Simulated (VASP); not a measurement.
A run of VASP 6.6.1:

INCAR

```
  ALGO = Normal
  EDIFF = 1E-6
  ENCUT = 520
  ISIF = 2
  ISMEAR = 0
  LASPH = True
  LCHARG = True
  LELF = True
  LREAL = False
  LVHAR = True
  LWAVE = False
  NBANDS = 21
  NELM = 100
  PREC = Accurate
  SIGMA = 0.05
```

Contents of KPOINTS:

```
k-points
0
Gamma
  8 8 6
```

File POSCAR:

```
AlGaN2
1.0
    3.1007004431      0.0000000000      0.0000000000
    0.0000000000      3.1007004431      0.0000000000
    0.0000000000      0.0000000000      4.7791095930
Al Ga N
1 1 2
Direct
    0.5000000000      0.5000000000      0.5000000000
    0.0000000000      0.0000000000      0.0000000000
    0.5000000000      0.0000000000      0.7412541651
    0.0000000000      0.5000000000      0.2587458349
```

Potentials or basis: VASP PAW LDA potentials, release 64 (Al, Ga_d, N).

Launch:

```bash
$ cat potpaw_LDA.64/Al/POTCAR potpaw_LDA.64/Ga_d/POTCAR potpaw_LDA.64/N/POTCAR > POTCAR
$ mpirun -np 1 vasp_std > vasp.out
```

Hardware: 1 thread of Intel Xeon 6975P-C, on a shared host.

**Question.** How long does it take, and how much memory?

**Answer.** Wall time 22 s on 1 thread of Intel Xeon 6975P-C (shared host), peak memory 0.18 GiB. Counts: scf iterations 13, k points 60.
